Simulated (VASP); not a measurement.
Set up this calculation in VASP 6.6.1, as the native input.

```
Task                   : single point
Functional             : PBE
Potentials or basis    : VASP PAW PBE potentials, release 64 (Si, P)
Cutoff                 : 400 eV
k mesh                 : 1 × 1 × 1, shifted
Occupations            : fermi-dirac, width 0.0689 eV
Spin                   : no spin polarisation
Dipole correction      : no
Mended                 : yes
Further INCAR settings : LREAL = Auto; ALGO = Normal; EDIFF = 1e-06; NBANDS = 49; ISYM = -1
```

The structure of Si5P3 lies in POSCAR:

```
Si5P3
1.0
    6.2157380000      0.0340420000     -0.0111490000
    0.0340420000      6.1431130000      0.0288260000
   -0.0111490000      0.0288260000      6.0640340000
Si P
10 6
Direct
    0.6603634063      0.0739440707      0.1424452567
   -0.0945749187      0.6827509466      0.5207903856
    0.1086770053      0.8610826138      0.7941309486
    0.0807494390      0.3761456434      0.7096695865
    0.5879925169      0.8662921152      0.7108930775
    0.4131730067      0.1520933004      0.4810044311
    0.7592195570      0.4783321959      0.2447067637
    0.3965540965      0.4764442026      0.2535187304
    0.0951660542      0.2334529240      0.2375516846
    0.5887152580      0.4163549742      0.6742628320
    0.9860840359      0.8917172855      0.2139970205
    0.7972955248      0.1272519031      0.7977397364
    0.8331416403      0.5863297209      0.9040262894
    0.3637290095      0.8678875781      0.2326536242
    0.3597834999      0.5809962339      0.8742708944
    0.2967826000      0.1554901643      0.9140802426
```

The input as run:

INCAR

```
ALGO = Normal ; EDIFF = 1E-6
ENCUT = 400 ; GGA = PE
GGA_COMPAT = False ; ISIF = 2
ISMEAR = -1 ; ISYM = -1
LASPH = True ; LCHARG = True
LELF = True ; LREAL = Auto
LVHAR = True ; LWAVE = False
NBANDS = 49 ; NELM = 120
PREC = Accurate ; SIGMA = 0.0689
```

KPOINTS

```
explicit points
1
Reciprocal
  0.25000000   0.25000000   0.25000000 1
```

Potentials or basis: VASP PAW PBE potentials, release 64 (Si, P).

The run is started by

```bash
$ cat potpaw_PBE.64/Si/POTCAR potpaw_PBE.64/P/POTCAR > POTCAR
$ mpirun -np 1 vasp_std > vasp.out
```

It gave:

```yaml
Pressure: 14.5 GPa
Largest_force: 2.519 eV/Å
```

Caveat: the atoms stand as in a frame of molecular dynamics.

Run time: 17 s on 1 thread of Intel(R) Xeon(R) 6975P-C (Granite Rapids), with other jobs on the host, peak memory 0.22 GiB.
